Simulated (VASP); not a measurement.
# AlC (F-43m) in VASP: single point with r2SCAN

Aim: the single point of AlC with r2SCAN.

Program: VASP 6.6.1. These are calculated values, not measurements. Logs are shortened: lines on timing, memory, paths and dates and some standing lists are left out, and cuts for length are marked.

### Step 1. The cell of the first run

The structure is cubic, space group F-43m (No. 216). The conventional cell has a = 4.729 Å, b = 4.729 Å, c = 4.729 Å, α = 90.00°, β = 90.00°, γ = 90.00°. Within 2.7 Å of Al (site symmetry -43m) lie 4 C at 2.05 Å. C (site symmetry -43m) has 4 Al at 2.05 Å within 2.7 Å.

### Step 2. Single point, r2SCAN

POSCAR reads:

```
AlC
1.0
    0.0000000000      2.3647270000      2.3647270000
    2.3647270000      0.0000000000      2.3647270000
    2.3647270000      2.3647270000      0.0000000000
Al C
1 1
Direct
    0.0000000000      0.0000000000      0.0000000000
    0.2500000000      0.2500000000      0.2500000000
```

INCAR.step1 reads:

```
SYSTEM = AlC
  PREC = Accurate
  ENCUT = 660
  ISMEAR = 0
  SIGMA = 0.0308
  LREAL = .False.
  LASPH = .True.
  NELM = 120
  NBANDS = 10
  GGA = PE
  ALGO = Normal
  EDIFF = 1E-5
  LWAVE = .True.
  LCHARG = .False.
  GGA_COMPAT = .False.
```

INCAR.step2 reads:

```
SYSTEM = AlC
  PREC = Accurate
  ENCUT = 660
  EDIFF = 1E-6
  ISMEAR = 0
  SIGMA = 0.0308
  LREAL = .False.
  LASPH = .True.
  NELM = 120
  ALGO = Normal
  ISIF = 2
  LWAVE = .False.
  LCHARG = .False.
  METAGGA = R2SCAN
  LMIXTAU = .True.
  NBANDS = 10
  ISTART = 1
  GGA_COMPAT = .False.
```

KPOINTS reads:

```
Automatic mesh
0
Gamma
  9 9 9
  0 0 0
```

Potentials or basis: VASP PAW PBE potentials, release 64 (Al, C).

The run is started by

```sh
$ cat potpaw_PBE.64/Al/POTCAR potpaw_PBE.64/C/POTCAR > POTCAR
$ cp INCAR.step1 INCAR
$ mpirun -np 1 vasp_std > vasp.out
$ cp INCAR.step2 INCAR
$ mpirun -np 1 vasp_std > vasp.out
```

OUTCAR:

```text
SYSTEM = AlC
   PREC = Accurate
   ENCUT = 660
   EDIFF = 1E-6
   ISMEAR = 0
   LREAL = .False.
   LASPH = .True.
   NELM = 120
   ISIF = 2
   METAGGA = R2SCAN
   ISTART = 1

 ion  position               nearest neighbor table
   1  0.000  0.000  0.000-   2 2.05   2 2.05   2 2.05   2 2.05
   2  0.250  0.250  0.250-   1 2.05   1 2.05   1 2.05   1 2.05

  LATTYP: Found a face centered cubic cell.
 ALAT       =     4.7294540000

  Lattice vectors:

 A1 = (   0.0000000000,   2.3647270000,   2.3647270000)
 A2 = (   2.3647270000,   0.0000000000,   2.3647270000)
 A3 = (   2.3647270000,   2.3647270000,   0.0000000000)

Analysis of symmetry for initial positions (statically):
=====================================================================
 Subroutine PRICEL returns:
 Original cell was already a primitive cell.

 Routine SETGRP: Setting up the symmetry group for a
 face centered cubic supercell.

 Subroutine GETGRP returns: Found 24 space group operations
 (whereof 24 operations were pure point group operations)
 out of a pool of 48 trial point group operations.

The static configuration has the point symmetry T_d .

Analysis of symmetry for dynamics (positions and initial velocities):
=====================================================================
 Subroutine PRICEL returns:
 Original cell was already a primitive cell.

 Routine SETGRP: Setting up the symmetry group for a
 face centered cubic supercell.

 Subroutine GETGRP returns: Found 24 space group operations
 (whereof 24 operations were pure point group operations)
 out of a pool of 48 trial point group operations.

The dynamic configuration has the point symmetry T_d .

 Subroutine INISYM returns: Found 24 space group operations
 (whereof 24 operations are pure point group operations),
 and found     1 'primitive' translations

----------------------------------------------------------------------------------------

                                     Primitive cell

  volume of cell :      26.4468

  direct lattice vectors                    reciprocal lattice vectors
     0.000000000  2.364727000  2.364727000    -0.211440898  0.211440898  0.211440898
     2.364727000  0.000000000  2.364727000     0.211440898 -0.211440898  0.211440898
     2.364727000  2.364727000  0.000000000     0.211440898  0.211440898 -0.211440898

  length of vectors
     3.344228995  3.344228995  3.344228995     0.366226378  0.366226378  0.366226378

  position of ions in fractional coordinates (direct lattice)
     0.000000000  0.000000000  0.000000000
     0.250000000  0.250000000  0.250000000

  ion indices of the primitive-cell ions
   primitive index   ion index
                 1           1
                 2           2

----------------------------------------------------------------------------------------

 KPOINTS: Automatic mesh

Automatic generation of k-mesh.
 Grid dimensions read from file:
 generate k-points for:    9    9    9

 Generating k-lattice:

  Cartesian coordinates                     Fractional coordinates (reciprocal lattice)
    -0.023493433  0.023493433  0.023493433     0.111111111  0.000000000  0.000000000
     0.023493433 -0.023493433  0.023493433     0.000000000  0.111111111  0.000000000
     0.023493433  0.023493433 -0.023493433     0.000000000  0.000000000  0.111111111

  Length of vectors
     0.040691820  0.040691820  0.040691820

  Shift w.r.t. Gamma in fractional coordinates (k-lattice)
     0.000000000  0.000000000  0.000000000

 Subroutine IBZKPT returns following result:
 ===========================================

 Found     35 irreducible k-points:

 Following reciprocal coordinates:
            Coordinates               Weight
  0.000000  0.000000  0.000000      1.000000
  0.111111  0.000000  0.000000      8.000000
  0.222222  0.000000  0.000000      8.000000
  0.333333  0.000000  0.000000      8.000000
  0.444444  0.000000  0.000000      8.000000
  0.111111  0.111111  0.000000      6.000000
[... 16 lines left out ...]
 -0.333333  0.333333  0.000000     12.000000
  0.444444  0.444444  0.000000      6.000000
 [... further k-points ...]
   k-points           NKPTS =     35   k-points in BZ     NKDIM =     35   number of bands    NBANDS=     10
   number of dos      NEDOS =    301   number of ions     NIONS =      2
   total plane-waves  NPLWV =  21952
   dimension x,y,z NGX =    28 NGY =   28 NGZ =   28
   dimension x,y,z NGXF=    56 NGYF=   56 NGZF=   56
   ions per type =               1   1
   NGX,Y,Z   is equivalent  to a cutoff of  13.92, 13.92, 13.92 a.u.
   NGXF,Y,Z  is equivalent  to a cutoff of  27.84, 27.84, 27.84 a.u.
 SYSTEM =  AlC
   PREC   = accura    normal or accurate (medium, high low for compatibility)
   ISTART =      1    job   : 0-new  1-cont  2-samecut
   ICHARG =      0    charge: 1-file 2-atom 10-const
   ISPIN  =      1    spin polarized calculation?
   LNONCOLLINEAR =      F non collinear calculations
   LSORBIT =      F    spin-orbit coupling
   LASPH  =      T    aspherical Exc in radial PAW
   ENCUT  =  660.0 eV  48.51 Ry    6.96 a.u.   7.01  7.01  7.01*2*pi/ulx,y,z
   NELM   =    120;   NELMIN=  2; NELMDL=  0     # of ELM steps
   EDIFF  = 0.1E-05   stopping-criterion for ELM
   LREAL  =      F    real-space projection
   EDIFFG = 0.1E-04   stopping-criterion for IOM
   NSW    =      0    number of steps for IOM
   IBRION =     -1    ionic relax: 0-MD 1-quasi-New 2-CG
   NFREE  =      0    steps in history (QN), initial steepest desc. (CG)
   ISIF   =      2    stress and relaxation
   ISYM   =      2    0-nonsym 1-usesym 2-fastsym
   POTIM  = 0.5000    time-step for ionic-motion
   TEBEG  =    0.0;   TEEND  =   0.0 temperature during run
   PSTRESS=    0.0 pullay stress
   NELECT =       7.0000    total number of electrons
   NUPDOWN=      -1.0000    fix difference up-down
   EMIN   =  10.00;   EMAX   =-10.00  energy-range for DOS
   EFERMI =   0.00;   METHOD = LEGACY
   ISMEAR =     0;   SIGMA  =   0.03  broadening in eV -4-tet -1-fermi 0-gaus
   EFERMI_NEDOS =   21; number of points for ismear=-14 and -15
   IALGO  =     38    algorithm
   IMIX   =      4    mixing-type and parameters
     AMIX     =   0.40;   BMIX     =  1.00
     AMIX_MAG =   1.60;   BMIX_MAG =  1.00
  volume/ion in A,a.u.               =      13.22        89.24
  Fermi-wavevector in a.u.,A,eV,Ry     =   1.051114  1.986318 15.032271  1.104841
  Thomas-Fermi vector in A             =   2.186144
   LORBIT       =      0    0 simple, 1 ext, 2 COOP (PROOUT), +10 PAW based schemes
   METAGGA = R2SCAN    functional components
   LHFCALC =     F    Hartree Fock is set to
   AEXX    =    0.0000 exact exchange contribution
   IVDW    =     0    specifies the selected vdW correction
   LEPSILON=     F    determine dielectric tensor
   LRPA    =     F    only Hartree local field effects (RPA)
 non-spin polarized calculation
 Gauss-broadening in eV      SIGMA  =   0.03
  energy-cutoff  :      660.00
  volume of cell :       26.45
 maximum number of plane-waves:      1030
   NGX = 13   NGY = 13   NGZ = 13

 number of electron       7.0000000 magnetization

 Free energy of the ion-electron system (eV)
  ---------------------------------------------------
  ext. energy  EPLUGINS =         0.00000000
  ---------------------------------------------------
  free energy    TOTEN  =       -15.51891953 eV

  energy without entropy =      -15.51655517  energy(sigma->0) =      -15.51773735

 E-fermi :   4.3907     XC(G=0): -10.5764

 val. band max:        4.3899981319   @ k =   0.4444   0.2222   0.1111
 cond. band min:       4.3925947470   @ k =  -0.3333   0.2222   0.0000
 fundamental gap:      0.0025966151
 Fermi energy:         4.3907499756

 k-point     1 :       0.0000    0.0000    0.0000
  band No.  band energies     occupation
      1      -8.2195      2.00000
      2       5.2932      0.00000
      3       5.2932      0.00000
      4       5.2932      0.00000
      5      10.2389      0.00000
      6      14.6557      0.00000
      7      14.6557      0.00000
      8      14.6557      0.00000
      9      19.9727      0.00000
     10      19.9727      0.00000

 k-point     2 :       0.1111    0.0000    0.0000
  band No.  band energies     occupation
      1      -8.0303      2.00000
      2       4.3633      1.79267
      3       5.2052      0.00000
      4       5.2052      0.00000
      5      10.8338      0.00000
      6      14.4745      0.00000
      7      14.8552      0.00000
      8      14.8552      0.00000
      9      18.9112      0.00000
     10      18.9112      0.00000

 k-point     3 :       0.2222    0.0000    0.0000
  band No.  band energies     occupation
      1      -7.4865      2.00000
      2       2.4978      2.00000
      3       5.0015      0.00000
      4       5.0015      0.00000
      5      11.5153      0.00000
      6      14.4449      0.00000
      7      14.9215      0.00000
      8      14.9215      0.00000
      9      18.5587      0.00000
     10      18.5587      0.00000

 k-point     4 :       0.3333    0.0000    0.0000
  band No.  band energies     occupation
      1      -6.6887      2.00000
      2       0.6024      2.00000
      3       4.7966      0.00000
      4       4.7966      0.00000
      5      11.5622      0.00000
      6      14.4107      0.00000
      7      14.4107      0.00000
      8      14.7228      0.00000
      9      19.9098      0.00000
     10      19.9098      0.00000

 k-point     5 :       0.4444    0.0000    0.0000
  band No.  band energies     occupation
      1      -5.9548      2.00000
      2      -0.7280      2.00000
      3       4.6754      0.00000
      4       4.6754      0.00000
      5      11.4497      0.00000
      6      13.9939      0.00000
      7      13.9939      0.00000
      8      14.8034      0.00000
      9      20.7978      0.00000
     10      22.0376      0.00000

 k-point     6 :       0.1111    0.1111    0.0000
  band No.  band energies     occupation
      1      -7.9672      2.00000
      2       4.4751      0.00011
      3       4.9668      0.00000
      4       4.9668      0.00000
      5      11.0249      0.00000
      6      13.9670      0.00000
      7      15.1896      0.00000
      8      15.1896      0.00000
      9      17.3062      0.00000
     10      20.3095      0.00000
[... 183 lines left out ...]
 k-point    21 :       0.4444    0.3333    0.0000
  band No.  band energies     occupation
      1      -5.5652      2.00000
      2       0.5628      2.00000
      3       2.9261      2.00000
      4       3.4516      2.00000
      5       8.9547      0.00000
      6      12.2347      0.00000
      7      17.1220      0.00000
      8      18.0977      0.00000
      9      18.8747      0.00000
     10      23.9482      0.00000

 k-point    22 :      -0.4444    0.3333    0.0000
  band No.  band energies     occupation
      1      -5.1178      2.00000
      2       0.2621      2.00000
      3       1.8076      2.00000
      4       3.5683      2.00000
      5       9.4060      0.00000
      6      13.3685      0.00000
      7      17.0086      0.00000
      8      17.5141      0.00000
      9      18.7270      0.00000
     10      22.5448      0.00000

 k-point    23 :      -0.3333    0.3333    0.0000
  band No.  band energies     occupation
      1      -5.1912      2.00000
      2       0.4609      2.00000
      3       1.2556      2.00000
      4       3.9189      2.00000
      5      10.2432      0.00000
      6      14.3442      0.00000
      7      16.5163      0.00000
      8      16.6195      0.00000
      9      18.7848      0.00000
     10      20.4276      0.00000

 k-point    24 :       0.4444    0.4444    0.0000
  band No.  band energies     occupation
      1      -5.1790      2.00000
      2       0.0554      2.00000
      3       3.2208      2.00000
      4       3.2208      2.00000
      5       8.0382      0.00000
      6      11.4886      0.00000
      7      18.3867      0.00000
      8      19.1177      0.00000
      9      19.1177      0.00000
     10      25.0943      0.00000

 [... further k-points ...]

------------------------ aborting loop because EDIFF is reached ----------------------------------------

  FORCE on cell =-STRESS in cart. coord.  units (eV):
  Direction    XX          YY          ZZ          XY          YZ          ZX
  --------------------------------------------------------------------------------------
  -------------------------------------------------------------------------------------
  Total       -1.3706203     -1.3706203     -1.3706203      0.0000000      0.0000000      0.0000000
  in kB      -83.0337630    -83.0337630    -83.0337630      0.0000000      0.0000000      0.0000000
  external PRESSURE =     -83.0337630 kB  Pullay stress =       0.0000000 kB

 VOLUME and BASIS-vectors are now :
 -----------------------------------------------------------------------------
  energy-cutoff  :      660.00
  volume of cell :       26.45
      direct lattice vectors                 reciprocal lattice vectors
     0.000000000  2.364727000  2.364727000    -0.211440898  0.211440898  0.211440898
     2.364727000  0.000000000  2.364727000     0.211440898 -0.211440898  0.211440898
     2.364727000  2.364727000  0.000000000     0.211440898  0.211440898 -0.211440898

 POSITION                                       TOTAL-FORCE (eV/Angst)
 -----------------------------------------------------------------------------------
      0.00000      0.00000      0.00000        -0.000000     -0.000000     -0.000000
      1.18236      1.18236      1.18236         0.000000      0.000000      0.000000
 -----------------------------------------------------------------------------------
    total drift:                               -0.000000     -0.000000     -0.000000

  FREE ENERGIE OF THE ION-ELECTRON SYSTEM (eV)
  ---------------------------------------------------
  free  energy   TOTEN  =       -15.5189195283 eV

  energy  without entropy=      -15.5165551660  energy(sigma->0) =      -15.51773735
```

Wall time 23 s (1 thread of Intel Xeon 6975P-C (Granite Rapids), shared host); peak memory 0.16 GiB.

What came out:

* Free energy: -15.5189 eV
* Pressure: -8.3 GPa
* Band gap on the k mesh: zero (an odd number of electrons rules out a gap without spin polarisation)

Caveat: the cell stands under tension; the PAW data sets were made with another functional, which shifts forces and pressure a little.
